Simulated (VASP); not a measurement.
# Si48O (a cell with a defect) in VASP: notebook, part 2 of 2

VASP 6.6.1. The steps go on from the part before.

**3. Relaxation of the atoms, PBE**

INCAR

```
PREC = Accurate
ENCUT = 520
EDIFF = 1E-6
ISMEAR = 0
SIGMA = 0.02
LREAL = Auto
LASPH = True
NELM = 80
ALGO = Normal
ISIF = 2
LWAVE = False
LCHARG = False
GGA = PE
IBRION = 2
NSW = 65
EDIFFG = -0.025
```

KPOINTS

```
Automatic mesh
0
Gamma
  1 1 1
```

POSCAR

```
Si48O
1.0
   -3.8512806359      6.6706137355     -6.3650227141
    7.7025612717      0.0000000001     -6.3650227141
   -3.8512806358     -6.6706137355     -6.3650227141
Si O
48 1
Direct
    0.3123563533      0.1456896866      0.4790230200
    0.9790230200      0.3123563533      0.6456896866
    0.6456896866      0.9790230200      0.3123563533
    0.4790230200      0.8123563533      0.6456896866
    0.1456896866      0.4790230200      0.3123563533
    0.8123563533      0.6456896866      0.4790230200
    0.4790230200      0.3123563533      0.1456896866
    0.1456896866      0.9790230200      0.8123563533
    0.8123563533      0.1456896866      0.9790230200
    0.3123563533      0.6456896866      0.9790230200
    0.9790230200      0.8123563533      0.1456896866
    0.6456896866      0.4790230200      0.8123563533
    0.9790230200      0.1456896866      0.3123563533
    0.6456896866      0.3123563533      0.4790230200
    0.3123563533      0.9790230200      0.1456896866
    0.1456896866      0.8123563533      0.4790230200
    0.8123563533      0.4790230200      0.1456896866
    0.4790230200      0.6456896866      0.3123563533
    0.1456896866      0.3123563533      0.9790230200
    0.8123563533      0.9790230200      0.6456896866
    0.4790230200      0.1456896866      0.8123563533
    0.9790230200      0.6456896866      0.8123563533
    0.6456896866      0.8123563533      0.9790230200
    0.3123563533      0.4790230200      0.6456896866
    0.1876436467      0.0209769800      0.3543103134
    0.8543103134      0.1876436467      0.5209769800
    0.5209769800      0.8543103134      0.1876436467
    0.3543103134      0.6876436467      0.5209769800
    0.0209769800      0.3543103134      0.1876436467
    0.6876436467      0.5209769800      0.3543103134
    0.3543103134      0.1876436467      0.0209769800
    0.0209769800      0.8543103134      0.6876436467
    0.6876436467      0.0209769800      0.8543103134
    0.1876436467      0.5209769800      0.8543103134
    0.8543103134      0.6876436467      0.0209769800
    0.5209769800      0.3543103134      0.6876436467
    0.8543103134      0.0209769800      0.1876436467
    0.5209769800      0.1876436467      0.3543103134
    0.1876436467      0.8543103134      0.0209769800
    0.0209769800      0.6876436467      0.3543103134
    0.6876436467      0.3543103134      0.0209769800
    0.3543103134      0.5209769800      0.1876436467
    0.0209769800      0.1876436467      0.8543103134
    0.6876436467      0.8543103134      0.5209769800
    0.3543103134      0.0209769800      0.6876436467
    0.8543103134      0.5209769800      0.6876436467
    0.5209769800      0.6876436467      0.8543103134
    0.1876436467      0.3543103134      0.5209769800
    0.9166666667      0.9166666667      0.9166666667
```

Potentials or basis: VASP PAW PBE potentials, release 64 (Si, O).

Command:

```sh
$ cat potpaw_PBE.64/Si/POTCAR potpaw_PBE.64/O/POTCAR > POTCAR
$ mpirun -np 1 vasp_gam > vasp.out
```

OUTCAR:

```text
PREC = Accurate
   ENCUT = 520
   EDIFF = 1E-6
   ISMEAR = 0
   LREAL = Auto
   LASPH = True
   NELM = 80
   ISIF = 2
   GGA = PE
   IBRION = 2
   NSW = 65
   EDIFFG = -0.025

 ion  position               nearest neighbor table
   1  0.312  0.146  0.479-  45 2.36  38 2.36  48 2.36  25 2.38
   2  0.979  0.312  0.646-  46 2.36  48 2.36  43 2.36  26 2.38
   3  0.646  0.979  0.312-  38 2.36  44 2.36  37 2.36  27 2.38
   4  0.479  0.812  0.646-  45 2.36  44 2.36  47 2.36  28 2.38
   5  0.146  0.479  0.312-  40 2.36  48 2.36  42 2.36  29 2.38
   6  0.812  0.646  0.479-  46 2.36  40 2.36  44 2.36  30 2.38
   7  0.479  0.312  0.146-  42 2.36  41 2.36  38 2.36  31 2.38
   8  0.146  0.979  0.812-  43 2.36  39 2.36  45 2.36  32 2.38  49 2.52
   9  0.812  0.146  0.979-  37 2.36  43 2.36  41 2.36  33 2.38  49 2.52
  10  0.312  0.646  0.979-  42 2.36  47 2.36  39 2.36  34 2.38
  11  0.979  0.812  0.146-  37 2.36  39 2.36  40 2.36  35 2.38  49 2.52
  12  0.646  0.479  0.812-  47 2.36  41 2.36  46 2.36  36 2.38
  13  0.979  0.146  0.312-  26 2.36  25 2.36  29 2.36  37 2.38
  14  0.646  0.312  0.479-  36 2.36  30 2.36  26 2.36  38 2.38
  15  0.312  0.979  0.146-  27 2.36  31 2.36  25 2.36  39 2.38
  16  0.146  0.812  0.479-  32 2.36  25 2.36  28 2.36  40 2.38
  17  0.812  0.479  0.146-  29 2.36  35 2.36  30 2.36  41 2.38
[... 16 lines left out ...]
  34  0.188  0.521  0.854-  22 2.36  19 2.36  24 2.36  10 2.38
  35  0.854  0.688  0.021-  22 2.36  17 2.36  23 2.36  11 2.38  49 2.52
  36  0.521  0.354  0.688-  14 2.36  24 2.36  21 2.36  12 2.38
  37  0.854  0.021  0.188-  11 2.36   9 2.36   3 2.36  13 2.38
  38  0.521  0.188  0.354-   3 2.36   1 2.36   7 2.36  14 2.38
  39  0.188  0.854  0.021-   8 2.36  11 2.36  10 2.36  15 2.38
  40  0.021  0.688  0.354-   5 2.36   6 2.36  11 2.36  16 2.38
  41  0.688  0.354  0.021-  12 2.36   7 2.36   9 2.36  17 2.38
  42  0.354  0.521  0.188-   7 2.36  10 2.36   5 2.36  18 2.38
  43  0.021  0.188  0.854-   8 2.36   9 2.36   2 2.36  19 2.38
  44  0.688  0.854  0.521-   3 2.36   4 2.36   6 2.36  20 2.38
  45  0.354  0.021  0.688-   4 2.36   1 2.36   8 2.36  21 2.38
  46  0.854  0.521  0.688-   2 2.36   6 2.36  12 2.36  22 2.38
  47  0.521  0.688  0.854-  12 2.36  10 2.36   4 2.36  23 2.38
  48  0.188  0.354  0.521-   5 2.36   2 2.36   1 2.36  24 2.38
  49  0.917  0.917  0.917-   9 2.52  11 2.52   8 2.52  32 2.52  33 2.52  35 2.52

[... 256 lines left out ...]
  free energy    TOTEN  =      -264.14887885 eV

  energy without entropy =     -264.12631126  energy(sigma->0) =     -264.13759506

------------------------ aborting loop because EDIFF is reached ----------------------------------------

  FORCE on cell =-STRESS in cart. coord.  units (eV):
  Direction    XX          YY          ZZ          XY          YZ          ZX
  --------------------------------------------------------------------------------------
  -------------------------------------------------------------------------------------
  Total      -13.7362099    -13.7362099      7.2069149     -0.0000000     -0.0000000     -0.0000000
  in kB      -22.4313460    -22.4313460     11.7689525     -0.0000000     -0.0000000     -0.0000000
  external PRESSURE =     -11.0312465 kB  Pullay stress =       0.0000000 kB
[... 230 lines left out ...]
  FREE ENERGIE OF THE ION-ELECTRON SYSTEM (eV)
  ---------------------------------------------------
  free  energy   TOTEN  =      -264.4142307129 eV

  energy  without entropy=     -264.3916631295  energy(sigma->0) =     -264.40294692

[... ionic steps 4 to 13 ...]

--------------------------------------- Ionic step       14  -------------------------------------------

 number of electron     198.0000005 magnetization

------------------------ aborting loop because EDIFF is reached ----------------------------------------
[... 161 lines left out ...]
--------------------------------------- Ionic step       16  -------------------------------------------

 number of electron     198.0000005 magnetization

 Free energy of the ion-electron system (eV)
  ---------------------------------------------------
  ext. energy  EPLUGINS =         0.00000000
  ---------------------------------------------------
  free energy    TOTEN  =      -264.63870083 eV

  energy without entropy =     -264.61613324  energy(sigma->0) =     -264.62741704

 E-fermi :   5.9638     XC(G=0):  -9.3936

 val. band max:        5.9638000000   @ k =   0.0000   0.0000   0.0000
 cond. band min:       5.9638000001   @ k =   0.0000   0.0000   0.0000
 fundamental gap:      0.0000000001
 Fermi energy:         5.9638000001

 k-point     1 :       0.0000    0.0000    0.0000
  band No.  band energies     occupation
      1     -11.3465      2.00000
      2      -6.1282      2.00000
      3      -4.9910      2.00000
      4      -4.9910      2.00000
      5      -4.9549      2.00000
      6      -4.8351      2.00000
[... 103 lines left out ...]
    110       7.7833      0.00000
    111       7.9518      0.00000
 [bands above 111 left out]

------------------------ aborting loop because EDIFF is reached ----------------------------------------

  FORCE on cell =-STRESS in cart. coord.  units (eV):
  Direction    XX          YY          ZZ          XY          YZ          ZX
  --------------------------------------------------------------------------------------
  -------------------------------------------------------------------------------------
  Total      -16.3083514    -16.3083514     14.1678068     -0.0000000     -0.0000000     -0.0000000
  in kB      -26.6316746    -26.6316746     23.1361474     -0.0000000     -0.0000000     -0.0000000
  external PRESSURE =     -10.0424006 kB  Pullay stress =       0.0000000 kB
[... 64 lines left out ...]
  FREE ENERGIE OF THE ION-ELECTRON SYSTEM (eV)
  ---------------------------------------------------
  free  energy   TOTEN  =      -264.6387008271 eV

  energy  without entropy=     -264.6161332438  energy(sigma->0) =     -264.62741704

 reached required accuracy - stopping structural energy minimisation
```

OSZICAR:

```text
N       E                     dE             d eps       ncg     rms          rms(c)
DAV:   1     0.105588030558E+04    0.10559E+04   -0.87392E+04   248   0.141E+03
DAV:   2    -0.123457399728E+03   -0.11793E+04   -0.11135E+04   336   0.230E+02
DAV:   3    -0.265522948269E+03   -0.14207E+03   -0.13841E+03   304   0.704E+01
[... 185 lines left out ...]
DAV:   1    -0.264638511978E+03   -0.86417E-03   -0.43913E-02   256   0.463E-01    0.906E-02
DAV:   2    -0.264638716777E+03   -0.20480E-03   -0.23197E-03   296   0.115E-01    0.405E-02
DAV:   3    -0.264638703198E+03    0.13578E-04   -0.74795E-05   304   0.233E-02    0.245E-02
DAV:   4    -0.264638701132E+03    0.20658E-05   -0.39754E-05   304   0.145E-02    0.758E-03
DAV:   5    -0.264638700827E+03    0.30534E-06   -0.82453E-06   288   0.718E-03
  16 F= -.26463870E+03 E0= -.26462742E+03  d E =-.105287E-02
```

CONTCAR:

```text
Si48O
   1.00000000000000
    -3.8512806358999998    6.6706137354999999   -6.3650227141000002
     7.7025612716999996    0.0000000001000000   -6.3650227141000002
    -3.8512806357999998   -6.6706137354999999   -6.3650227141000002
  Si              O
    48     1
Direct
     0.3127097634286154    0.1435573921779633    0.4814843712087491
     0.9792701129877671    0.3121301690331174    0.6448864733316775
     0.6448864733316775    0.9792701129877671    0.3121301690331174
     0.4748846431477686    0.8136925496330153    0.6464166000425364
     0.1435573921779633    0.4814843712087491    0.3127097634286154
     0.8136925496330153    0.6464166000425364    0.4748846431477686
[... 41 lines left out ...]
     0.1888463039647563    0.3543593193495110    0.5202648619560180
     0.9166666667000030    0.9166666667000030    0.9166666667000030

  0.00000000E+00  0.00000000E+00  0.00000000E+00
  0.00000000E+00  0.00000000E+00  0.00000000E+00
  0.00000000E+00  0.00000000E+00  0.00000000E+00
  0.00000000E+00  0.00000000E+00  0.00000000E+00
  0.00000000E+00  0.00000000E+00  0.00000000E+00
  0.00000000E+00  0.00000000E+00  0.00000000E+00
[... 41 lines left out ...]
  0.00000000E+00  0.00000000E+00  0.00000000E+00
  0.00000000E+00  0.00000000E+00  0.00000000E+00
```

It took 55 min on 1 thread of Oxide Virtual Turin-like, shared host; peak memory 1 GiB.

What came out:

```
Free energy                  : -264.6387 eV
Energy gained by relaxing    : 10.0 meV/atom
Ionic steps                  : 16
Pressure after relaxing      : -1.0 GPa
Largest force after relaxing : 0.015 eV/Å
Band gap on the k mesh       : zero (filled and empty bands touch)
```

Forces on the atoms (eV/Å):
```
Si  -0.015 -0.002 -0.002
Si  -0.007 -0.013  0.002
Si  -0.008  0.013  0.002
Si   0.003 -0.003  0.004
Si   0.009 -0.012 -0.002
Si   0.001  0.004  0.004
Si   0.006  0.014 -0.002
Si   0.004  0.001  0.005
Si  -0.001 -0.004  0.005
Si   0.015  0.000  0.002
Si  -0.003  0.002  0.005
Si  -0.004 -0.001  0.004
Si   0.006 -0.001  0.004
Si  -0.014  0.005 -0.004
Si  -0.004 -0.004  0.004
Si   0.005  0.004  0.005
Si  -0.006  0.003  0.005
Si   0.011  0.010 -0.004
Si  -0.002  0.006  0.004
Si   0.005  0.003  0.004
Si   0.001 -0.007  0.005
Si  -0.005  0.003  0.004
Si   0.000 -0.006  0.004
Si   0.003 -0.014 -0.004
Si  -0.003 -0.003 -0.004
Si  -0.015  0.000 -0.002
Si   0.008  0.013 -0.002
Si   0.015 -0.002  0.002
Si   0.004 -0.001 -0.004
Si  -0.006  0.014  0.002
Si  -0.001  0.004 -0.004
Si  -0.004  0.001 -0.005
Si   0.003  0.002 -0.005
Si   0.007 -0.013 -0.002
Si   0.001 -0.004 -0.005
Si  -0.009 -0.012  0.002
Si   0.000 -0.006 -0.004
Si  -0.011  0.010  0.004
Si  -0.005  0.003 -0.004
Si  -0.001 -0.007 -0.005
Si   0.006  0.003 -0.005
Si   0.014  0.005  0.004
Si   0.005  0.003 -0.004
Si   0.004 -0.004 -0.004
Si  -0.005  0.004 -0.005
Si   0.002  0.006 -0.004
Si  -0.006 -0.001 -0.004
Si  -0.003 -0.014  0.004
O    0.000  0.000  0.000
```

Step by step:
```csv
step,energy change (eV),largest force (eV/Å),pressure (GPa)
1,0.0000,1.1749,-1.10
2,-0.2646,0.4245,-1.05
3,-0.2654,0.4320,-1.04
4,-0.3403,0.2730,-0.99
5,-0.3876,0.3175,-0.91
6,-0.4405,0.1290,-0.93
7,-0.4489,0.1963,-0.94
8,-0.4703,0.0764,-0.97
9,-0.4740,0.0882,-0.99
10,-0.4820,0.0587,-1.00
11,-0.4821,0.0733,-1.00
12,-0.4864,0.0391,-1.00
13,-0.4866,0.0460,-1.00
14,-0.4886,0.0329,-1.00
15,-0.4888,0.0379,-1.00
16,-0.4898,0.0154,-1.00
```

Final structure:
```
Si O
1.0
    -3.85128    6.67061   -6.36502
     7.70256    0.00000   -6.36502
    -3.85128   -6.67061   -6.36502
Si O
48 1
Cartesian
  -1.9529 -1.1258 -5.9688
  -3.8509 2.2305 -12.3245
  3.8571 2.2197 -12.3245
  1.9491 -1.1442 -12.3163
  1.9515 -1.1284 -5.9688
  0.0164 2.2601 -12.3163
  0.0015 2.2542 -5.9688
  3.8510 -4.5929 -12.2879
  -5.9030 -1.0387 -12.2879
  -0.0063 -4.4502 -12.3245
  2.0520 5.6315 -12.2879
  -1.9655 -1.1158 -12.3163
  -3.8366 4.4517 -9.1784
  -1.9153 1.1041 -9.1435
  5.7736 1.0968 -9.1784
  3.8517 -2.3107 -9.1378
  0.0753 4.4910 -9.1378
  1.9138 1.1067 -9.1435
  -1.9369 -5.5485 -9.1784
  1.9469 1.1265 -15.4533
  -3.9270 -2.1803 -9.1378
  -1.9491 1.1228 -15.4533
  0.0021 -2.2493 -15.4533
  0.0015 -2.2108 -9.1435
  -1.9491 -1.1442 -3.5963
  -3.8450 2.2204 -9.9531
  3.8454 2.2197 -9.9531
  1.9529 -1.1258 -9.9437
  1.9655 -1.1158 -3.5963
  -0.0015 2.2542 -9.9437
  -0.0164 2.2601 -3.5963
  3.8515 -4.5929 -9.9897
  -5.9033 -1.0391 -9.9897
  -0.0004 -4.4401 -9.9531
  2.0518 5.6319 -9.9897
  -1.9514 -1.1283 -9.9437
  -3.8534 4.4213 -6.8243
  -1.9138 1.1067 -6.7690
  5.7556 1.1265 -6.8243
  3.9270 -2.1803 -6.7748
  -0.0753 4.4910 -6.7748
  1.9153 1.1041 -6.7690
  -1.9022 -5.5478 -6.8243
  1.9290 1.0968 -13.0991
  -3.8517 -2.3107 -6.7748
  -1.9144 1.1222 -13.0991
  -0.0146 -2.2190 -13.0991
  -0.0015 -2.2108 -6.7690
  0.0000 0.0000 -17.5038
```

Levels at points of the mesh, in eV from the Fermi level:
| k point | band 97 | band 98 | band 99 | band 100 | band 101 | band 102 | band 103 | band 104 |
| --- | --- | --- | --- | --- | --- | --- | --- | --- |
| (0.00, 0.00, 0.00) | -0.82 | -0.52 | 0.00 | 0.00 | 0.41 | 0.41 | 0.53 | 0.94 |

Caveat: the k points lie up to 0.64 Å⁻¹ apart.
